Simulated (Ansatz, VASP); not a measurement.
## TiTe2 in VASP and in Ansatz

INCAR

```
SYSTEM = TiTe2
PREC = Accurate ; ENCUT = 520
EDIFF = 1E-7 ; ISMEAR = 0
SIGMA = 0.15 ; LREAL = .FALSE.
LASPH = .TRUE. ; NELM = 100
ALGO = Normal ; ISIF = 2
LWAVE = .FALSE. ; LCHARG = .FALSE.
GGA = PE ; NBANDS = 19
```

KPOINTS

```
Automatic mesh
0
G
  12 12 8
  0 0 0
```

File POSCAR:

```
TiTe2
1.0
    3.7770008876      0.0000000000      0.0000000000
   -1.8885004438      3.2709787188      0.0000000000
    0.0000000000      0.0000000000      6.4980000000
Ti Te
1 2
Direct
    0.0120348731      0.0240697461     -0.0094882939
    0.6666666667      0.3333333333      0.2628000000
    0.3333333333      0.6666666667      0.7372000000
```

Input for Ansatz:

```yaml
crystal:
  lattice:
    - [3.7770008876, 0.0, 0.0]
    - [-1.8885004438, 3.2709787188, 0.0]
    - [0.0, 0.0, 6.498]
  atoms:
    - { symbol: Ti, position: [0.0120348731, 0.0240697461, -0.0094882939] }
    - { symbol: Te, position: [0.6666666667, 0.3333333333, 0.2628] }
    - { symbol: Te, position: [0.3333333333, 0.6666666667, 0.7372] }
basis:
  ecutwfc: 420
kpoints:
  mp_grid: { grid: [12, 12, 8] }
hamiltonian:
  xc: pbe
scf:
  occupations: { method: gaussian, width: 0.15 }
output:
  forces: true
  stress: true
  eigenvalues: true
```

Change from the starting cell: all Ti atoms moved -0.100 Å, as atom 1 towards its neighbour atom 2 (Te) at 2.770 Å.

Alike in both runs: task single point; functional PBE; k mesh 12 × 12 × 8; occupations gaussian, width 0.15 eV; no spin polarisation.

```csv
,VASP,Ansatz
version,VASP 6.6.1,Ansatz 0.2.0
potentials or method,"VASP PAW PBE potentials, release 64 (Ti_sv, Te), cutoff 520 eV","scalar-relativistic, plane waves, PAW"
valence electrons in the cell,24,44
```

|  | VASP | Ansatz | Ansatz less VASP |
| --- | --- | --- | --- |
| gap on the k mesh at the Fermi level (eV) | none | none | - |
| pressure (GPa) | 1.2 | 1.2 | +0.02 |
| traceless stress, the component that is largest in VASP (GPa) | 0.64 | 0.64 | -0.005 |
| rms of the force components (eV/Å) | 0.308 | 0.307 | -0.0010 |

Atom by atom the forces differ by 0.005 eV/Å (rms over components). A gap of «none» marks a metal or a gap that the smearing closes. VASP's potentials hold 24 valence electrons a cell and Ansatz's 44, so a difference there can come from the potentials and not from the codes.

Neither program's run includes spin-orbit coupling.
